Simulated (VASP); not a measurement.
# BPt (P6_3/mmc) in VASP: single point with PBE

Aim: the single point of BPt with PBE.

All numbers are computed with VASP 6.6.1; they aren't measurements. Logs are shortened: lines on timing, memory, paths and dates and some standing lists are left out, and cuts for length are marked.

## 1. The cell of the first run

Symmetry: P6_3/mmc, No. 194, hexagonal system. The conventional cell has a = 3.224 Å, b = 3.224 Å, c = 5.256 Å, α = 90.00°, β = 90.00°, γ = 120.00°. Within 3.0 Å of B (site symmetry -6m2) lie 6 Pt at 2.28 Å. Pt (site symmetry -3m) has 6 B at 2.28 Å and 2 Pt at 2.63 Å within 3.0 Å.

## 2. Single point, PBE

File INCAR:

```
SYSTEM = BPt
PREC = Accurate ; ENCUT = 570
EDIFF = 1E-6 ; ISMEAR = 0
SIGMA = 0.1 ; LREAL = .False.
LASPH = .True. ; NELM = 120
ALGO = Normal ; ISIF = 2
LWAVE = .False. ; LCHARG = .False.
GGA = PE ; NBANDS = 29
GGA_COMPAT = .False.
```

File KPOINTS:

```
Automatic mesh
0
Gamma
  18 18 10
  0 0 0
```

File POSCAR:

```
BPt
1.0
    3.2240104552      0.0000000029      0.0000000000
   -1.6120052301      2.7920749548      0.0000000000
    0.0000000000      0.0000000000      5.2560271637
B Pt
2 2
Direct
    0.6666666667      0.3333333333      0.7500000000
    0.3333333333      0.6666666667      0.2500000000
    0.0000000000      0.0000000000      0.0000000000
    0.0000000000      0.0000000000      0.5000000000
```

Potentials or basis: VASP PAW PBE potentials, release 64 (B, Pt_sv_GW).

On the command line:

```bash
> cat potpaw_PBE.64/B/POTCAR potpaw_PBE.64/Pt_sv_GW/POTCAR > POTCAR
> mpirun -np 1 vasp_std > vasp.out
```

OUTCAR:

```text
SYSTEM = BPt
   PREC = Accurate
   ENCUT = 570
   EDIFF = 1E-6
   ISMEAR = 0
   LREAL = .False.
   LASPH = .True.
   NELM = 120
   ISIF = 2
   GGA = PE

 ion  position               nearest neighbor table
   1  0.667  0.333  0.750-   3 2.28   4 2.28   3 2.28   4 2.28   3 2.28   4 2.28
   2  0.333  0.667  0.250-   3 2.28   4 2.28   3 2.28   4 2.28   3 2.28   4 2.28
   3  0.000  0.000  0.000-   1 2.28   2 2.28   2 2.28   1 2.28   1 2.28   2 2.28   4 2.63   4 2.63

   4  0.000  0.000  0.500-   1 2.28   2 2.28   2 2.28   1 2.28   1 2.28   2 2.28   3 2.63   3 2.63

  LATTYP: Found a hexagonal cell.
 ALAT       =     3.2240104552
 C/A-ratio  =     1.6302760915

  Lattice vectors:

 A1 = (   3.2240104552,   0.0000000029,   0.0000000000)
 A2 = (  -1.6120052301,   2.7920749548,   0.0000000000)
 A3 = (   0.0000000000,   0.0000000000,   5.2560271637)

Analysis of symmetry for initial positions (statically):
=====================================================================
 Subroutine PRICEL returns:
 Original cell was already a primitive cell.

 Routine SETGRP: Setting up the symmetry group for a
 hexagonal supercell.

 Subroutine GETGRP returns: Found 24 space group operations
 (whereof 12 operations were pure point group operations)
 out of a pool of 24 trial point group operations.

The static configuration has the point symmetry D_3d.
 The point group associated with its full space group is D_6h.

Analysis of symmetry for dynamics (positions and initial velocities):
=====================================================================
 Subroutine PRICEL returns:
 Original cell was already a primitive cell.

 Routine SETGRP: Setting up the symmetry group for a
 hexagonal supercell.

 Subroutine GETGRP returns: Found 24 space group operations
 (whereof 12 operations were pure point group operations)
 out of a pool of 24 trial point group operations.

The dynamic configuration has the point symmetry D_3d.
 The point group associated with its full space group is D_6h.

 Subroutine INISYM returns: Found 24 space group operations
 (whereof 12 operations are pure point group operations),
 and found     1 'primitive' translations

----------------------------------------------------------------------------------------

                                     Primitive cell

  volume of cell :      47.3131

  direct lattice vectors                    reciprocal lattice vectors
     3.224010455  0.000000003  0.000000000     0.310172691  0.179078287  0.000000000
    -1.612005230  2.792074955  0.000000000    -0.000000000  0.358156574  0.000000000
     0.000000000  0.000000000  5.256027164     0.000000000  0.000000000  0.190257769

[... 92 lines left out ...]
   NFREE  =      0    steps in history (QN), initial steepest desc. (CG)
   ISIF   =      2    stress and relaxation
   ISYM   =      2    0-nonsym 1-usesym 2-fastsym
   POTIM  = 0.5000    time-step for ionic-motion
   TEBEG  =    0.0;   TEEND  =   0.0 temperature during run
   PSTRESS=    0.0 pullay stress
   NELECT =      42.0000    total number of electrons
   NUPDOWN=      -1.0000    fix difference up-down
   EMIN   =  10.00;   EMAX   =-10.00  energy-range for DOS
   EFERMI =   0.00;   METHOD = LEGACY
   ISMEAR =     0;   SIGMA  =   0.10  broadening in eV -4-tet -1-fermi 0-gaus
   EFERMI_NEDOS =   21; number of points for ismear=-14 and -15
   IALGO  =     38    algorithm
   IMIX   =      4    mixing-type and parameters
     AMIX     =   0.40;   BMIX     =  1.00
     AMIX_MAG =   1.60;   BMIX_MAG =  1.00
  volume/ion in A,a.u.               =      11.83        79.82
  Fermi-wavevector in a.u.,A,eV,Ry     =   1.573370  2.973238 33.681133  2.475493
  Thomas-Fermi vector in A             =   2.674665
   LORBIT       =      0    0 simple, 1 ext, 2 COOP (PROOUT), +10 PAW based schemes
   GGA     = PE    functional components
   LHFCALC =     F    Hartree Fock is set to
   AEXX    =    0.0000 exact exchange contribution
   IVDW    =     0    specifies the selected vdW correction
   LEPSILON=     F    determine dielectric tensor
   LRPA    =     F    only Hartree local field effects (RPA)
 non-spin polarized calculation
 Gauss-broadening in eV      SIGMA  =   0.10
  energy-cutoff  :      570.00
  volume of cell :       47.31
 maximum number of plane-waves:      1496
 NGX is ok and might be reduce to    28
   NGX = 13   NGY = 13   NGZ = 21

 number of electron      41.9999999 magnetization

 Free energy of the ion-electron system (eV)
  ---------------------------------------------------
  ext. energy  EPLUGINS =         0.00000000
  ---------------------------------------------------
  free energy    TOTEN  =       -25.33716321 eV

  energy without entropy =      -25.32952312  energy(sigma->0) =      -25.33334317

 E-fermi :   9.3219     XC(G=0): -12.9930

 val. band max:        9.3058997437   @ k =   0.3333   0.0000   0.3000
 cond. band min:       9.3275254922   @ k =   0.3889  -0.0000   0.3000
 fundamental gap:      0.0216257485
 Fermi energy:         9.3218922402

 k-point     1 :       0.0000    0.0000    0.0000
  band No.  band energies     occupation
      1     -90.3273      2.00000
      2     -90.3026      2.00000
      3     -44.9015      2.00000
      4     -44.4516      2.00000
      5     -44.3489      2.00000
      6     -44.3489      2.00000
[... 757 lines left out ...]
     28      18.8593      0.00000
     29      20.1288      0.00000

 [... further k-points ...]

------------------------ aborting loop because EDIFF is reached ----------------------------------------

  FORCE on cell =-STRESS in cart. coord.  units (eV):
  Direction    XX          YY          ZZ          XY          YZ          ZX
  --------------------------------------------------------------------------------------
  -------------------------------------------------------------------------------------
  Total       -0.2948206     -0.2948206     -0.2876473     -0.0000000      0.0000000     -0.0000000
  in kB       -9.9836015     -9.9836015     -9.7406922     -0.0000000      0.0000000     -0.0000000
  external PRESSURE =      -9.9026317 kB  Pullay stress =       0.0000000 kB

 VOLUME and BASIS-vectors are now :
 -----------------------------------------------------------------------------
  energy-cutoff  :      570.00
  volume of cell :       47.31
      direct lattice vectors                 reciprocal lattice vectors
     3.224010455  0.000000003  0.000000000     0.310172691  0.179078287  0.000000000
    -1.612005230  2.792074955  0.000000000    -0.000000000  0.358156574  0.000000000
     0.000000000  0.000000000  5.256027164     0.000000000  0.000000000  0.190257769

 POSITION                                       TOTAL-FORCE (eV/Angst)
 -----------------------------------------------------------------------------------
      1.61201      0.93069      3.94202        -0.000000      0.000000      0.000000
     -0.00000      1.86138      1.31401         0.000000     -0.000000      0.000000
      0.00000      0.00000      0.00000         0.000000      0.000000      0.000000
      0.00000      0.00000      2.62801        -0.000000      0.000000      0.000000
 -----------------------------------------------------------------------------------
    total drift:                               -0.000001      0.000000     -0.000000

  FREE ENERGIE OF THE ION-ELECTRON SYSTEM (eV)
  ---------------------------------------------------
  free  energy   TOTEN  =       -25.3371632121 eV

  energy  without entropy=      -25.3295231232  energy(sigma->0) =      -25.33334317
```

Run time: 2.9 min. Hardware: 1 thread of Intel Xeon 6975P-C (Granite Rapids), shared host; peak memory 0.4 GiB.

Results:

| Quantity | Value |
| --- | --- |
| Free energy | -25.3372 eV |
| Pressure | -1.0 GPa |
| Band gap on the k mesh | zero (bands 21 and 22 overlap by 3.10 eV) |

Levels at points of the mesh, in eV from the Fermi level:
```tsv
k point	band 18	band 19	band 20	band 21	band 22	band 23	band 24	band 25
(0.00, 0.00, 0.00)	-4.02	-2.13	-2.13	1.29	1.98	1.98	2.13	6.98
(0.50, 0.00, 0.00)	-2.57	-2.20	-2.04	-1.70	-1.18	-0.42	4.28	4.42
(0.00, 0.00, 0.50)	-3.71	-3.71	-3.71	0.47	0.47	4.74	4.74	4.74
(0.50, 0.00, 0.50)	-2.98	-2.39	-2.39	-1.41	-1.41	3.26	3.26	5.42
```

Caveat: spin-orbit coupling is left out, which moves the levels of the heavy elements.

The gap in the log of VASP goes by the Fermi energy; the results here count the filled bands.